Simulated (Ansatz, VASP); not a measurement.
**Sn2PdSe5 in VASP and in Ansatz**

```
Sn Pd Se
1.0
     5.69484   -1.97782   -0.04633
     5.69484    1.97782   -0.04633
    -3.37899    0.00000   17.78259
Sn Pd Se
4 2 10
Direct
  0.56896 0.56896 0.17098
  0.14055 0.14055 0.36999
  0.43104 0.43104 0.82902
  0.85945 0.85945 0.63001
  0.00000 0.00000 0.50000
  0.00000 0.00000 0.00000
  0.63486 0.63486 0.51367
  0.36514 0.36514 0.48633
  0.76304 0.76304 0.29515
  0.46614 0.46614 0.29959
  0.18495 0.18495 0.09855
  0.81505 0.81505 0.90145
  0.90210 0.90210 0.10972
  0.09790 0.09790 0.89028
  0.23696 0.23696 0.70485
  0.53386 0.53386 0.70041
```

Alike in both runs: functional PBE; k mesh 3 × 3 × 1; occupations gaussian, width 0.15 eV; no spin polarisation.

Ansatz relaxed the structure, and its values are those at the end. VASP's run is a single point on that final structure, the one shown.

|  | VASP | Ansatz |
| --- | --- | --- |
| version | VASP 6.6.1 | Ansatz 0.2.0 |
| potentials or method | VASP PAW PBE potentials, release 64 (Sn_d, Pd, Se), cutoff 500 eV | scalar-relativistic, plane waves, PAW |
| valence electrons in the cell | 136 | 252 |

|  | VASP | Ansatz | Ansatz less VASP |
| --- | --- | --- | --- |
| gap on the k mesh at the Fermi level (eV) | none | none | - |
| pressure (GPa) | 0.2 | 0.2 | -0.03 |
| rms of the force components (eV/Å) | 0.031 | 0.031 | -0.0004 |

A gap of «none» marks a metal or a gap that the smearing closes. With one functional, cell and mesh, what is left measures potentials, basis and numerics. VASP's potentials hold 136 valence electrons a cell and Ansatz's 252, so a difference there can come from the potentials and not from the codes.

The k mesh is coarse, so the values compare programs but aren't converged.
